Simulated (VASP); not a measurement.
Au: relaxation of cell and atoms with r2SCAN

The system is Au.

```xyz
1
Lattice="0.0000 2.0455 2.0455 2.0455 0.0000 2.0455 2.0455 2.0455 0.0000" Properties=species:S:1:pos:R:3 pbc="T T T"
Au    0.0000    0.0000    0.0000
```

```json
{
  "Program": "VASP 6.6.1",
  "Task": "relaxation of cell and atoms",
  "Functional": "r2SCAN",
  "Potentials or basis": "VASP PAW PBE potentials, release 64 (Au)",
  "Cutoff": "600 eV",
  "k mesh": "18 × 18 × 18",
  "Occupations": "gaussian, width 0.1 eV",
  "Spin": "no spin polarisation",
  "Dipole correction": "no",
  "Further INCAR settings": "ALGO = Normal; EDIFF = 1e-07; IBRION = 2; EDIFFG = -0.005; NSW = 100; ISIF = 3"
}
```

```json
{"Relaxed volume": "17.58 Å³/atom", "Relaxed cell": "a = 2.919 Å, b = 2.919 Å, c = 2.919 Å, α = 60.00°, β = 60.00°, γ = 60.00°", "Space group after relaxing (to 0.1 Å)": "Fm-3m (No. 225)", "Energy gained by relaxing": "6.2 meV/atom", "Ionic steps": "3", "Pressure after relaxing": "0.0 GPa", "Band gap on the k mesh": "zero (an odd number of electrons rules out a gap without spin polarisation)"}
```

The path:
| step | energy change (eV) | largest force (eV/Å) | pressure (GPa) | volume (Å³) |
| --- | --- | --- | --- | --- |
| 1 | 0.0000 | 0.0000 | 4.47 | 17.12 |
| 2 | 0.0082 | 0.0000 | -5.78 | 18.33 |
| 3 | -0.0062 | 0.0000 | -0.03 | 17.58 |

Final structure:
```
CELL_PARAMETERS angstrom
0.00000 2.06373 2.06373
2.06373 0.00000 2.06373
2.06373 2.06373 0.00000
ATOMIC_POSITIONS crystal
Au 0.00000 0.00000 0.00000
```

Levels at points of the mesh, in eV from the Fermi level:
| k point | band 2 | band 3 | band 4 | band 5 | band 6 | band 7 | band 8 | band 9 |
| --- | --- | --- | --- | --- | --- | --- | --- | --- |
| (0.00, 0.00, 0.00) | -4.74 | -4.74 | -4.74 | -3.29 | -3.29 | 15.40 | 19.30 | 19.30 |
| (0.50, 0.00, 0.00) | -4.78 | -4.78 | -2.11 | -2.11 | -0.61 | 3.04 | 14.87 | 17.72 |
| (0.50, 0.50, 0.00) | -6.74 | -2.17 | -1.78 | -1.78 | 1.32 | 5.79 | 10.47 | 10.47 |

It took 12 min on 1 thread of AMD EPYC 7R43 64-Core Processor (Zen 3) (shared host), peak memory 0.17 GiB.

Caveat: the PAW data sets were made with another functional, which shifts forces and pressure a little; spin-orbit coupling is left out, which moves the levels of the heavy elements. Zero-point motion and thermal expansion aren't in these numbers.
